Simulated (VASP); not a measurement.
Here is a VASP 6.6.1 calculation.

Contents of INCAR:

```
ALGO = Normal
EDIFF = 1E-7
ENCUT = 520
GGA = PE
ISIF = 2
ISMEAR = 0
LASPH = T
LCHARG = F
LREAL = F
LWAVE = F
NBANDS = 36
NELM = 100
PREC = Accurate
SIGMA = 0.02
```

The input KPOINTS:

```
k-points
0
Gamma
  6 8 6
```

Contents of POSCAR:

```
C
1.0
    5.0255523577      0.0000000000      0.0000000000
    0.0000000000      3.9453931050      0.0000000000
    0.0000000000      0.0000000000      4.7389547103
C
12
Direct
    0.3689934717      0.0000000000      0.0000000000
    0.1310065283      0.0000000000      0.5000000000
    0.6310065283      0.0000000000      0.0000000000
    0.8689934717      0.0000000000      0.5000000000
    0.6668494652      0.6400039432      0.1169869733
    0.8331505348      0.3599960568      0.6169869733
    0.8331505348      0.6400039432      0.3830130267
    0.6668494652      0.3599960568      0.8830130267
    0.3331505348      0.3599960568      0.8830130267
    0.1668494652      0.6400039432      0.3830130267
    0.1668494652      0.3599960568      0.6169869733
    0.3331505348      0.6400039432      0.1169869733
```

Potentials or basis: VASP PAW PBE potentials, release 64 (C).

The run is started by

```sh
$ cat potpaw_PBE.64/C/POTCAR > POTCAR
$ mpirun -np 1 vasp_std > vasp.out
```

(1) Predict the largest force.

(2) Predict the pressure.

Results:

(1) 0.086 eV/Å.

(2) 0.5 GPa.

Caveat: this functional lacks dispersion, which binds layers or chains, so the pressure and a relaxed spacing across them are unreliable.
